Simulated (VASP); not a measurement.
A run of VASP 6.6.1 is set up as follows.

The input INCAR:

```
PREC = Accurate ; ENCUT = 600
EDIFF = 1E-6 ; ISMEAR = 0
SIGMA = 0.1 ; LREAL = F
LASPH = T ; NELM = 120
ALGO = Normal ; ISIF = 2
LWAVE = F ; LCHARG = T
GGA = PE ; LELF = T
LVHAR = T ; NBANDS = 30
GGA_COMPAT = F
```

Contents of KPOINTS:

```
regular mesh
0
Gamma
  6 6 6
```

Contents of POSCAR:

```
Zr2PbO
1.0
    2.2973184165      1.3263574040      6.4138521527
   -2.2973184165      1.3263574040      6.4138521527
    0.0000000000     -2.6527148146      6.4138521513
Zr Pb O
2 1 1
Direct
    0.3989354869      0.3989354869      0.3989354869
    0.6010645131      0.6010645131      0.6010645131
    0.0000000000      0.0000000000      0.0000000000
    0.5000000000      0.5000000000      0.5000000000
```

Potentials or basis: VASP PAW PBE potentials, release 64 (Zr_sv, Pb_d, O).

Launch:

```console
$ cat potpaw_PBE.64/Zr_sv/POTCAR potpaw_PBE.64/Pb_d/POTCAR potpaw_PBE.64/O/POTCAR > POTCAR
$ mpirun -np 1 vasp_std > vasp.out
```

Question: What does it give for the largest force?

Answer: 0.050 eV/Å.

Question: Estimate the pressure.

Answer: 0.1 GPa.

Forces in eV/Å, atoms in the order of the input:
```
Zr   0.000  0.000 -0.050
Zr   0.000  0.000  0.050
Pb   0.000  0.000  0.000
O    0.000  0.000  0.000
```
